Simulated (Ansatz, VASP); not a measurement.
**Two plane-wave programs on W**

```
W
1.0
    -1.58516    1.58516    1.58516
     1.58516   -1.58516    1.58516
     1.58516    1.58516   -1.58516
W
1
Direct
  0.00000 0.00000 0.00000
```

Alike in both runs: task relaxation of cell and atoms; functional PBE; dispersion D3(BJ); k mesh 18 × 18 × 18; occupations gaussian, width 0.1 eV; no spin polarisation.

```csv
,VASP,Ansatz
version,VASP 6.6.1,Ansatz 0.2.0
potentials or method,"VASP PAW PBE potentials, release 64 (W_sv), cutoff 600 eV","scalar-relativistic, plane waves, PAW"
valence electrons in the cell,14,14
```

|  | VASP | Ansatz | Ansatz less VASP |
| --- | --- | --- | --- |
| gap on the k mesh at the Fermi level, each at its own relaxed structure (eV) | none | none | - |
| relaxed volume (Å³/atom) | 15.80 | 15.77 | -0.033 |
| relaxed cell length with the largest relative difference (Å) | 2.738 | 2.736 | -0.0019 |

A gap of «none» marks a metal or a gap that the smearing closes.

Neither program's run includes spin-orbit coupling.
